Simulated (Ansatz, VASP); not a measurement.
# Two plane-wave programs on Yb

```xyz
1
Lattice="0.0000 2.6152 2.6152 2.6152 0.0000 2.6152 2.6152 2.6152 0.0000" Properties=species:S:1:pos:R:3 pbc="T T T"
Yb    0.0000    0.0000    0.0000
```

Alike in both runs: task single point; functional PBE; k mesh 10 × 10 × 10; occupations fermi-dirac, width 0.03 eV; no spin polarisation.

|  | VASP | Ansatz |
| --- | --- | --- |
| version | VASP 6.6.1 | Ansatz 0.2.0 |
| potentials or method | VASP PAW PBE potentials, release 64 (Yb), cutoff 520 eV | plane waves (420 eV) with PAW, scalar-relativistic |
| valence electrons in the cell | 24 | 24 |

|  | VASP | Ansatz | Ansatz less VASP |
| --- | --- | --- | --- |
| pressure (GPa) | 0.0 | -0.1 | -0.05 |

Spin-orbit coupling is off throughout.
